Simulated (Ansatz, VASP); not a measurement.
# One calculation of Li, two programs

POSCAR

```
Li
1.0
    0.0000000000      2.1689700000      2.1689700000
    2.1689700000      0.0000000000      2.1689700000
    2.1689700000      2.1689700000      0.0000000000
Li
1
Direct
    0.0000000000      0.0000000000      0.0000000000
```

INCAR.step1

```
  PREC = Accurate
  ENCUT = 830
  ISMEAR = 0
  SIGMA = 0.15
  LREAL = False
  LASPH = True
  NELM = 120
  NBANDS = 8
  GGA = PE
  ALGO = Normal
  EDIFF = 1E-5
  LWAVE = True
  LCHARG = False
  GGA_COMPAT = False
```

INCAR.step2

```
  PREC = Accurate
  ENCUT = 830
  EDIFF = 1E-6
  ISMEAR = 0
  SIGMA = 0.15
  LREAL = False
  LASPH = True
  NELM = 120
  ALGO = Normal
  ISIF = 2
  LWAVE = False
  LCHARG = False
  METAGGA = R2SCAN
  LMIXTAU = True
  NBANDS = 8
  ISTART = 1
  GGA_COMPAT = False
```

Contents of KPOINTS:

```
Automatic mesh
0
Gamma
  18 18 18
```

Input for Ansatz:

```yaml
crystal:
  lattice:
    - [0.0, 2.16897, 2.16897]
    - [2.16897, 0.0, 2.16897]
    - [2.16897, 2.16897, 0.0]
  atoms:
    - { symbol: Li, position: [0.0, 0.0, 0.0] }
basis:
  ecutwfc: 500
kpoints:
  mp_grid: { grid: [18, 18, 18] }
hamiltonian:
  xc: r2scan
scf:
  occupations: { method: gaussian, width: 0.15 }
output:
  forces: true
  stress: true
  eigenvalues: true
```

Change from the starting cell: strain -0.015 along x and y, -0.015 along z, atoms carried along.

Alike in both runs: task single point; functional r2SCAN; k mesh 18 × 18 × 18; occupations gaussian, width 0.15 eV; no spin polarisation.

|  | VASP | Ansatz |
| --- | --- | --- |
| version | VASP 6.6.1 | Ansatz 0.2.0 |
| potentials or method | VASP PAW PBE potentials, release 64 (Li_sv), cutoff 830 eV | scalar-relativistic, plane waves, PAW |
| valence electrons in the cell | 3 | 3 |

Ansatz gave:

```
gap on the k mesh at the Fermi level (eV) : none
pressure (GPa)                            : 0.4
```

Which values does VASP return?

gap on the k mesh at the Fermi level (eV): none; pressure (GPa): 0.0.

VASP's potentials were made for PBE, not for r2SCAN. A gap of «none» marks a metal or a gap that the smearing closes. The functional is the same, so the differences come from potentials, cutoffs and numerics.
